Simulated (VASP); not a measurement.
A run of VASP 6.6.1:

The input INCAR:

```
SYSTEM = In
ALGO = Normal ; EDIFF = 1E-6
ENCUT = 520 ; GGA = PE
ISIF = 2 ; ISMEAR = 0
LASPH = .True. ; LCHARG = .True.
LELF = .True. ; LREAL = .False.
LVHAR = .True. ; LWAVE = .False.
NBANDS = 20 ; NELM = 80
PREC = Accurate ; SIGMA = 0.1
```

File KPOINTS:

```
k-points
0
Gamma
  4 4 6
  0 0 0
```

The input POSCAR:

```
In
1.0
    3.8994971965      0.0000000000      0.0000000000
    0.0000000000      3.8994971965      0.0000000000
    0.0000000000      0.0000000000      3.6929395992
In
2
Direct
    0.5000000000      0.0000000000      0.2805273814
    0.0000000000      0.5000000000      0.7194726186
```

Potentials or basis: VASP PAW PBE potentials, release 64 (In_d).

Launch:

```bash
$ cat potpaw_PBE.64/In_d/POTCAR > POTCAR
$ mpirun -np 1 vasp_std > vasp.out
```

Hardware: 1 thread of Intel Xeon 8259CL, with other jobs on the host.

Q: Estimate the wall time of this run.

A: Run time: 26 s on 1 thread of Intel Xeon 8259CL, with other jobs on the host, peak memory 0.17 GiB. Counts: scf iterations 11, k points 24.
